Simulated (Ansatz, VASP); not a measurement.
# HgTe: VASP beside Ansatz

Contents of INCAR:

```
ALGO = Normal
EDIFF = 1E-6
ENCUT = 520
GGA = PE
ISIF = 2
ISMEAR = 0
LASPH = T
LCHARG = F
LREAL = F
LWAVE = F
NBANDS = 16
NELM = 100
PREC = Accurate
SIGMA = 0.15
```

File KPOINTS:

```
k-points
0
Gamma
  14 14 14
```

File POSCAR:

```
HgTe
1.0
    0.0000000000      3.2676630221      3.1369565012
    3.2676630221      0.0000000000      3.1369565012
    3.2676630221      3.2676630221      0.0000000000
Hg Te
1 1
Direct
    0.0000000000      0.0000000000      0.0000000000
    0.7500000000      0.7500000000      0.7500000000
```

Input for Ansatz:

```yaml
crystal:
  lattice:
    - [0.0, 3.2676630221, 3.1369565012]
    - [3.2676630221, 0.0, 3.1369565012]
    - [3.2676630221, 3.2676630221, 0.0]
  atoms:
    - { symbol: Hg, position: [0.0, 0.0, 0.0] }
    - { symbol: Te, position: [0.75, 0.75, 0.75] }
basis:
  ecutwfc: 420
kpoints:
  mp_grid: { grid: [14, 14, 14] }
hamiltonian:
  xc: pbe
scf:
  occupations: { method: gaussian, width: 0.15 }
output:
  forces: true
  stress: true
  eigenvalues: true
```

Alike in both runs: task single point; functional PBE; k mesh 14 × 14 × 14; occupations gaussian, width 0.15 eV; no spin polarisation.

|  | VASP | Ansatz |
| --- | --- | --- |
| version | VASP 6.6.1 | Ansatz 0.2.0 |
| potentials or method | VASP PAW PBE potentials, release 64 (Hg, Te), cutoff 520 eV | scalar-relativistic, plane waves, PAW |
| valence electrons in the cell | 18 | 36 |

|  | VASP | Ansatz | Ansatz less VASP |
| --- | --- | --- | --- |
| gap on the k mesh at the Fermi level (eV) | none | none | - |
| pressure (GPa) | 4.1 | 4.0 | -0.07 |
| traceless stress, the component that is largest in VASP (GPa) | 0.29 | 0.29 | 0.000 |

A gap of «none» marks a metal or a gap that the smearing closes. VASP's potentials hold 18 valence electrons a cell and Ansatz's 36, so a difference there can come from the potentials and not from the codes.

Neither program's run includes spin-orbit coupling.
